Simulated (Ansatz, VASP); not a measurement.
**Two plane-wave programs on P**

```xyz
8
Lattice="4.4036 -3.8863 -0.0097 4.4036 3.8863 -0.0097 -0.0326 0.0000 5.2943" Properties=species:S:1:pos:R:3 pbc="T T T"
P     7.4896    0.0000    1.2413
P     1.2850    0.0000    4.0337
P     6.3148    0.0000    3.0861
P     2.4597    0.0000    2.1888
P     5.6284    1.0757    1.3079
P     3.1462    1.0757    3.9670
P     3.1462   -1.0757    3.9670
P     5.6284   -1.0757    1.3079
```

Change from the starting cell: strain -0.025 along x and y, +0.000 along z, atoms carried along.

Alike in both runs: task single point; functional PBEsol; k mesh 6 × 6 × 6; occupations gaussian, width 0.05 eV; no spin polarisation.

|  | VASP | Ansatz |
| --- | --- | --- |
| version | VASP 6.6.1 | Ansatz 0.2.0 |
| potentials or method | VASP PAW PBE potentials, release 64 (P), cutoff 520 eV | scalar-relativistic, plane waves, PAW |
| valence electrons in the cell | 40 | 40 |

VASP gave:

| Quantity | Value |
| --- | --- |
| gap on the k mesh at the Fermi level (eV) | 2.02 |
| least direct gap on the mesh (eV) | 2.48 |
| pressure (GPa) | 3.3 |
| traceless stress, the component that is largest in VASP (GPa) | -2.27 |
| rms of the force components (eV/Å) | 0.581 |

Q: Estimate Ansatz's values.

A: gap on the k mesh at the Fermi level (eV): 2.03; least direct gap on the mesh (eV): 2.49; pressure (GPa): 3.6; traceless stress, the component that is largest in VASP (GPa): -2.28; rms of the force components (eV/Å): 0.632.

VASP's potentials were made for PBE, not for PBEsol. Atom by atom the forces differ by 0.055 eV/Å (rms over components).
